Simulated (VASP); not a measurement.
Wanted: the native input for a VASP 6.6.1 run.

```
Task                   : relaxation of shape and atoms at fixed volume
Functional             : PBEsol
Potentials or basis    : VASP PAW PBE potentials, release 64 (Sc_sv)
Cutoff                 : 600 eV
k mesh                 : 15 × 15 × 8
Occupations            : fermi-dirac, width 0.1 eV
Spin                   : no spin polarisation
Dipole correction      : no
Further INCAR settings : ALGO = Normal; EDIFF = 1e-07; IBRION = 2; EDIFFG = -0.005; NSW = 50; ISIF = 4
```

The structure of Sc lies in POSCAR:

```
Sc
1.0
    2.4727328133      0.0000000000      0.0000000000
   -1.2363664066      2.1414494331      0.0000000000
    0.0000000000      0.0000000000      3.8532590879
Sc
2
Direct
    0.3333333333      0.6666666667      0.2500000000
    0.6666666667      0.3333333333      0.7500000000
```

These files were run (other wordings do the same):

INCAR

```
PREC = Accurate
ENCUT = 600
EDIFF = 1E-7
ISMEAR = -1
SIGMA = 0.1
LREAL = F
LASPH = T
NELM = 60
ALGO = Normal
ISIF = 4
LWAVE = F
LCHARG = F
GGA = PS
IBRION = 2
NSW = 50
EDIFFG = -0.005
```

KPOINTS

```
regular mesh
0
Gamma
  15 15 8
```

Potentials or basis: VASP PAW PBE potentials, release 64 (Sc_sv).

Launch:

```console
$ cat potpaw_PBE.64/Sc_sv/POTCAR > POTCAR
$ mpirun -np 1 vasp_std > vasp.out
```

It gave:

- Energy gained by relaxing: 32.7 meV/atom
- Ionic steps: 5
- Pressure after relaxing: 149.3 GPa
- Band gap on the k mesh: zero (band 11 reaches 11.93 eV, above the bottom of band 12 at 9.07 eV)

Caveat: the PAW data sets were made with another functional, which shifts forces and pressure a little.

It took 67 s on 1 thread of Intel(R) Xeon(R) 6975P-C (Granite Rapids) (shared host), peak memory 0.17 GiB.
